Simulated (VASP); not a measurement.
The system is BaTiO3.

```xyz
5
Lattice="2.8274 1.6324 2.3184 -2.8274 1.6324 2.3184 0.0000 -3.2648 2.3184" Properties=species:S:1:pos:R:3 pbc="T T T"
Ba    0.0000    0.0000    0.0000
Ti    0.0000    0.0000    3.3698
O     1.3885   -0.8017    2.3988
O    -1.3885   -0.8017    2.3988
O     0.0000    1.6033    2.3988
```

```yaml
Program: VASP 6.6.1
Task: relaxation of cell and atoms
Functional: PBEsol
Potentials_or_basis: VASP PAW PBE potentials, release 64 (Ba_sv, Ti_sv, O)
Cutoff: 600 eV
k_mesh: 7 × 7 × 7
Occupations: fermi-dirac, width 0.05 eV
Spin: no spin polarisation
Hubbard_terms: Ti d U = 5.0 eV
```

At the start: pressure 5.0 GPa; volume 12.84 Å³/atom.

Problem. Where does the relaxation end?

Solution. Over 14 steps the energy falls by 26.3 meV/atom and the volume is 12.94 Å³/atom (+0.8 %); space group R3m (No. 160, to 0.1 Å) before, Pm-3m (No. 221, to 0.1 Å).

Step by step:
```tsv
step	energy change (eV)	largest force (eV/Å)	pressure (GPa)	volume (Å³)
1	0.0000	1.4619	5.03	64.20
2	-0.0376	0.1935	-7.31	68.02
3	-0.0818	0.5314	-2.50	66.27
4	-0.1136	0.3320	-0.36	65.05
5	-0.1191	0.2014	1.30	64.31
6	-0.1268	0.1690	-0.03	64.72
7	-0.1273	0.1762	-0.42	64.86
8	-0.1302	0.1204	0.11	64.65
9	-0.1307	0.0839	0.47	64.51
10	-0.1311	0.0334	-0.42	64.84
11	-0.1313	0.0442	-0.12	64.73
12	-0.1315	0.0174	0.02	64.67
13	-0.1315	0.0122	0.06	64.66
14	-0.1315	0.0083	-0.06	64.71
```

Final structure:
```
CELL_PARAMETERS angstrom
2.83881 1.63899 2.31785
-2.83881 1.63899 2.31785
0.00000 -3.27798 2.31785
ATOMIC_POSITIONS crystal
Ba 0.00409 0.00409 0.00409
Ti 0.50406 0.50406 0.50406
O 0.50369 0.00367 0.50369
O 0.00367 0.50369 0.50369
O 0.50369 0.50369 0.00367
```

Caveat: the PAW data sets were made with another functional, which shifts forces and pressure a little.
